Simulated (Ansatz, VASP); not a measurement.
## Br: VASP beside Ansatz

The input INCAR:

```
SYSTEM = Br
ALGO = Normal ; EDIFF = 1E-6
ENCUT = 500 ; GGA_COMPAT = .False.
ISIF = 2 ; ISMEAR = 1
LASPH = .True. ; LCHARG = .True.
LELF = .True. ; LREAL = .False.
LVHAR = .True. ; LWAVE = .False.
NBANDS = 18 ; NELM = 120
PREC = Accurate ; SIGMA = 0.05
```

The input KPOINTS:

```
k-points
0
Gamma
  3 3 3
  0 0 0
```

The input POSCAR:

```
Br
1.0
    4.5976403800      0.0000000000      0.0000000000
    0.0000000000      4.5976403800      0.0000000000
    0.0000000000      0.0000000000      4.5976403800
Br
3
Direct
    0.4998324767     -0.0049715786      0.0022186676
    0.0038742462      0.5014180598     -0.0018399165
   -0.0037067229      0.0035535188      0.4996212490
```

Input for Ansatz:

```yaml
crystal:
  lattice:
    - [4.59764038, 0.0, 0.0]
    - [0.0, 4.59764038, 0.0]
    - [0.0, 0.0, 4.59764038]
  atoms:
    - { symbol: Br, position: [0.49983247667510455, -0.004971578626996947, 0.002218667569343285] }
    - { symbol: Br, position: [0.0038742461713180327, 0.5014180598039718, -0.0018399165421106299] }
    - { symbol: Br, position: [-0.003706722898602639, 0.003553518776845584, 0.4996212489861064] }
basis:
  ecutwfc: 470.0
kpoints:
  mp_grid:
    grid: [3, 3, 3]
hamiltonian:
  xc: lda
scf:
  convergence:
    dr2_threshold: 1.0e-08
  occupations:
    method: methfessel_paxton
    width: 0.05
output:
  forces: true
```

Alike in both runs: task single point; functional LDA; k mesh 3 × 3 × 3; occupations methfessel-paxton of order 1, width 0.05 eV; no spin polarisation.

|  | VASP | Ansatz |
| --- | --- | --- |
| version | VASP 6.6.1 | Ansatz 0.2.0 |
| potentials or method | VASP PAW LDA potentials, release 64 (Br), cutoff 500 eV | plane waves, PAW |
| valence electrons in the cell | 21 | 21 |

```tsv
	VASP	Ansatz	Ansatz less VASP
rms of the force components (eV/Å)	0.024	0.024	-0.0003
```

LDA's correlation is that of Perdew and Zunger in VASP and of Perdew and Wang (1992) in Ansatz. Atom by atom the forces differ by 0.000 eV/Å (rms over components).

The k mesh is coarse, so the values compare programs but aren't converged.
